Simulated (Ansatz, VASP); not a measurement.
## CdS in VASP and in Ansatz

```
CELL_PARAMETERS angstrom
4.16629 0.00000 0.00000
-2.08315 3.60811 0.00000
0.00000 0.00000 6.65454
ATOMIC_POSITIONS crystal
Cd 0.33333 0.66667 0.99836
Cd 0.66667 0.33333 0.49836
S 0.33333 0.66667 0.37864
S 0.66667 0.33333 0.87864
```

Change from the starting cell: strained cell.

Alike in both runs: task relaxation of the atoms; functional PBEsol; k mesh 6 × 6 × 4; occupations gaussian, width 0.02 eV; no spin polarisation.

```csv
,VASP,Ansatz
version,VASP 6.6.1,Ansatz 0.2.0
potentials or method,"VASP PAW PBE potentials, release 64 (Cd, S), cutoff 520 eV","scalar-relativistic, plane waves, PAW"
valence electrons in the cell,36,52
```

```csv
,VASP,Ansatz,Ansatz less VASP
"gap on the k mesh at the Fermi level, each at its own relaxed structure (eV)",1.09,1.09,-0.003
```

VASP's potentials were made for PBE, not for PBEsol, and Ansatz warns of the same on its side. VASP's potentials hold 36 valence electrons a cell and Ansatz's 52, so a difference there can come from the potentials and not from the codes. Ansatz's warnings: stress scf threshold loose.
